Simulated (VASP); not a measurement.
A run of VASP 6.6.1 is set up as follows.

The input INCAR:

```
PREC = Accurate
ENCUT = 500
EDIFF = 1E-6
ISMEAR = -1
SIGMA = 0.1
LREAL = False
LASPH = True
NELM = 120
ALGO = Normal
ISIF = 2
LWAVE = False
LCHARG = True
GGA = RP
LELF = True
LVHAR = True
NBANDS = 16
GGA_COMPAT = False
```

KPOINTS

```
regular mesh
0
Gamma
  8 8 7
```

The input POSCAR:

```
TiB2
1.0
    3.0292000000      0.0000000000      0.0000000000
   -1.5146000000      2.6233641500      0.0000000000
    0.0000000000      0.0000000000      3.2284000000
Ti B
1 2
Direct
    0.0000000000      0.0000000000      0.0000000000
    0.3333333346      0.6666666692      0.5000000000
    0.6666666673      0.3333333346      0.5000000000
```

Potentials or basis: VASP PAW PBE potentials, release 64 (Ti_sv, B).

The run is started by

```sh
$ cat potpaw_PBE.64/Ti_sv/POTCAR potpaw_PBE.64/B/POTCAR > POTCAR
$ mpirun -np 1 vasp_std > vasp.out
```

(1) What does it give for the band gap on the k mesh?

(2) What does it give for the pressure?

Answers

(1) zero (band 9 reaches 10.53 eV, above the bottom of band 10 at 10.00 eV).

(2) 4.9 GPa.

Caveat: the PAW data sets were made with another functional, which shifts forces and pressure a little.
